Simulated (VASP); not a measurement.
## Se: relaxation of cell and atoms with PBEsol

The system is Se.

```
CELL_PARAMETERS angstrom
2.85535 0.00000 0.00000
-1.42768 2.47281 0.00000
0.00000 0.00000 3.88483
ATOMIC_POSITIONS crystal
Se 0.33333 0.66667 0.25000
Se 0.66667 0.33333 0.75000
```

This isn't the form of Se at room conditions, which is trigonal, of chains.

* Program: VASP 6.6.1
* Task: relaxation of cell and atoms
* Functional: PBEsol
* Potentials or basis: VASP PAW PBE potentials, release 64 (Se)
* Cutoff: 600 eV
* k mesh: 16 × 16 × 9
* Occupations: fermi-dirac, width 0.05 eV
* Spin: no spin polarisation
* Target pressure: 65 GPa
* Dipole correction: no
* Further INCAR settings: ALGO = Normal; EDIFF = 1e-07; IBRION = 2; EDIFFG = -0.005; NSW = 32; ISIF = 3

```json
{
 "Relaxed volume": "13.75 Å³/atom",
 "Relaxed cell": "a = 2.858 Å, b = 2.858 Å, c = 3.890 Å, α = 90.00°, β = 90.00°, γ = 120.00°",
 "Space group after relaxing (to 0.1 Å)": "P6_3/mmc (No. 194)",
 "Energy change on relaxing (the run minimises the enthalpy)": "-15.5 meV/atom",
 "Ionic steps": "4",
 "Pressure after relaxing": "65.0 GPa",
 "Band gap on the k mesh": "zero (bands 6 and 7 overlap by 6.59 eV)"
}
```

Stress tensor (GPa, compression positive):
```
64.95  0.00  0.00
 0.00 64.95  0.00
 0.00  0.00 65.05
```

The path:
| step | energy change (eV) | largest force (eV/Å) | pressure (GPa) | volume (Å³) |
| --- | --- | --- | --- | --- |
| 1 | 0.0000 | 0.0000 | 65.91 | 27.43 |
| 2 | -0.1235 | 0.0000 | 62.18 | 27.74 |
| 3 | -0.0304 | 0.0000 | 64.99 | 27.50 |
| 4 | -0.0310 | 0.0000 | 64.98 | 27.51 |

Final structure:
```xyz
2
Lattice="2.8576 0.0000 0.0000 -1.4288 2.4747 0.0000 0.0000 0.0000 3.8895" Properties=species:S:1:pos:R:3 pbc="T T T"
Se    0.0000    1.6498    0.9724
Se    1.4288    0.8249    2.9171
```

Levels at points of the mesh, in eV from the Fermi level:
| k point | band 4 | band 5 | band 6 | band 7 | band 8 | band 9 |
| --- | --- | --- | --- | --- | --- | --- |
| (0.00, 0.00, 0.00) | 0.26 | 0.26 | 3.51 | 3.51 | 6.26 | 7.49 |
| (0.50, 0.00, 0.00) | -5.58 | -4.17 | -3.50 | -2.41 | 2.66 | 3.63 |

Wall time 90 s on 1 thread of Intel Xeon 8259CL, on a shared host, peak memory 0.19 GiB.

Caveat: the cell is relaxed towards a set pressure, so the run minimises the enthalpy, not the energy; the PAW data sets were made with another functional, which shifts forces and pressure a little.
